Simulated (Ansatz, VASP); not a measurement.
## One calculation of Sr2C, two programs

The input INCAR:

```
PREC = Accurate
ENCUT = 520
EDIFF = 1E-6
ISMEAR = -1
SIGMA = 0.02
LREAL = False
LASPH = True
NELM = 60
ALGO = Normal
ISIF = 2
LWAVE = False
LCHARG = False
GGA = PE
NBANDS = 19
```

KPOINTS

```
Automatic mesh
0
Gamma
  6 6 6
```

POSCAR

```
Sr2C
1.0
    0.0000000000      3.3601424532      3.3601424532
    3.2401853676      0.0000000000      3.3601424532
    3.2401853676      3.3601424532      0.0000000000
C Sr
1 2
Direct
    0.0000000000      0.0000000000      0.0000000000
    0.2500000000      0.2500000000      0.2500000000
    0.7500000000      0.7500000000      0.7500000000
```

Input for Ansatz:

```yaml
crystal:
  lattice:
    - [0.0, 3.3601424532, 3.3601424532]
    - [3.2401853676, 0.0, 3.3601424532]
    - [3.2401853676, 3.3601424532, 0.0]
  atoms:
    - { symbol: C, position: [0.0, 0.0, 0.0] }
    - { symbol: Sr, position: [0.25, 0.25, 0.25] }
    - { symbol: Sr, position: [0.75, 0.75, 0.75] }
kpoints:
  mp_grid: { grid: [6, 6, 6] }
  band_path:
    path:
      - [0.0, 0.0, 0.0]
      - [0.5, 0.0, 0.5]
      - [0.625, 0.25, 0.625]
      - [0.375, 0.375, 0.75]
      - [0.5, 0.5, 0.5]
      - [0.5, 0.25, 0.75]
    npoints: 1
hamiltonian:
  xc: pbe
scf:
  occupations: { method: fermi_dirac, width: 0.02 }
  n_extra_bands: 4
output:
  forces: true
  stress: true
  eigenvalues: true
  write_density: true
  write_potential: true
  elf: true
  volumetric_format: npy
```

Change from the starting cell: uniaxial_x strain -3.6%.

Alike in both runs: task single point; functional PBE; k mesh 6 × 6 × 6; occupations fermi-dirac, width 0.02 eV; no spin polarisation.

|  | VASP | Ansatz |
| --- | --- | --- |
| version | VASP 6.6.1 | Ansatz 0.2.0 |
| potentials or method | VASP PAW PBE potentials, release 64 (C, Sr_sv) | plane waves, PAW |
| plane-wave cutoff (eV) | 520 | 420 |
| valence electrons in the cell | 24 | 24 |

|  | VASP | Ansatz | Ansatz less VASP |
| --- | --- | --- | --- |
| pressure (GPa) | 2.1 | 1.8 | -0.25 |
| traceless stress, the component that is largest in VASP (GPa) | 2.22 | 2.20 | -0.017 |

With one functional, cell and mesh, what is left measures potentials, basis and numerics.
